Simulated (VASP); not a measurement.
## Ti: single point with PBE

Crystal: Ti.

```
Ti
1.0
     3.14522    0.00000    0.00000
    -1.57261    2.72384    0.00000
     0.00000    0.00000    8.56624
Ti
4
Direct
  0.00000 0.00000 0.25000
  0.00000 0.00000 0.75000
  0.33333 0.66667 0.75000
  0.66667 0.33333 0.25000
```

```json
{
  "Program": "VASP 6.6.1",
  "Task": "single point",
  "Functional": "PBE",
  "Potentials or basis": "VASP PAW PBE potentials, release 64 (Ti_sv)",
  "Cutoff": "520 eV",
  "k mesh": "6 × 6 × 2",
  "Occupations": "gaussian, width 0.1 eV",
  "Spin": "no spin polarisation",
  "Dipole correction": "no",
  "Further INCAR settings": "ALGO = Normal; EDIFF = 1e-06; NBANDS = 32"
}
```

```
Pressure               : 67.3 GPa
Band gap on the k mesh : zero (bands 24 and 25 overlap by 1.98 eV)
```

Stress tensor (GPa, compression positive):
```
106.59   0.00   0.00
  0.00 106.59   0.00
  0.00   0.00 -11.41
```

Levels at points of the mesh, in eV from the Fermi level:
```csv
k point,band 21,band 22,band 23,band 24,band 25,band 26,band 27,band 28
"(0.00, 0.00, 0.00)",-0.83,-0.45,-0.45,-0.41,-0.41,2.14,2.14,2.15
"(0.50, 0.00, 0.00)",-1.63,-1.49,-1.49,-1.49,0.11,0.77,2.60,2.77
"(0.00, 0.00, 0.50)",-0.43,-0.43,-0.43,-0.43,1.74,1.74,2.14,2.14
"(0.50, 0.00, 0.50)",-1.69,-1.69,-1.49,-1.49,0.60,0.60,2.33,2.33
```

Run time: 21 s on 1 thread of AMD EPYC 9R45 (Zen 5), with other jobs on the host, peak memory 0.15 GiB.

Caveat: the k points lie up to 0.38 Å⁻¹ apart, too coarse for converged energies and pressures of a metal; atoms lie so close that the PAW spheres overlap strongly, which falsifies energies and pressures.
